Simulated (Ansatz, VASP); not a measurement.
**NaSe4 in VASP and in Ansatz**

```xyz
5
Lattice="2.7141 0.0000 0.0000 0.0000 5.4259 0.0000 0.0000 0.0000 8.0868" Properties=species:S:1:pos:R:3 pbc="T T T"
Na    0.0000    0.0000    0.0000
Se    1.3570    1.4022    5.7846
Se    1.3570    4.0237    5.7846
Se    1.3570    1.4022    2.3022
Se    1.3570    4.0237    2.3022
```

Alike in both runs: functional PBE; dispersion D3(BJ); k mesh 14 × 8 × 6; occupations gaussian, width 0.1 eV; no spin polarisation.

Ansatz relaxed the structure, and its values are those at the end. VASP's run is a single point on that final structure, the one shown.

|  | VASP | Ansatz |
| --- | --- | --- |
| version | VASP 6.6.1 | Ansatz 0.2.0 |
| potentials or method | VASP PAW PBE potentials, release 64 (Na_pv, Se), cutoff 520 eV | scalar-relativistic, plane waves, PAW |
| valence electrons in the cell | 31 | 73 |

|  | VASP | Ansatz | Ansatz less VASP |
| --- | --- | --- | --- |
| gap on the k mesh at the Fermi level (eV) | none | none | - |
| pressure (GPa) | 0.0 | 0.0 | -0.04 |
| rms of the force components (eV/Å) | 0.003 | 0.003 | +0.0004 |

A gap of «none» marks a metal or a gap that the smearing closes. VASP's potentials hold 31 valence electrons a cell and Ansatz's 73, so a difference there can come from the potentials and not from the codes.
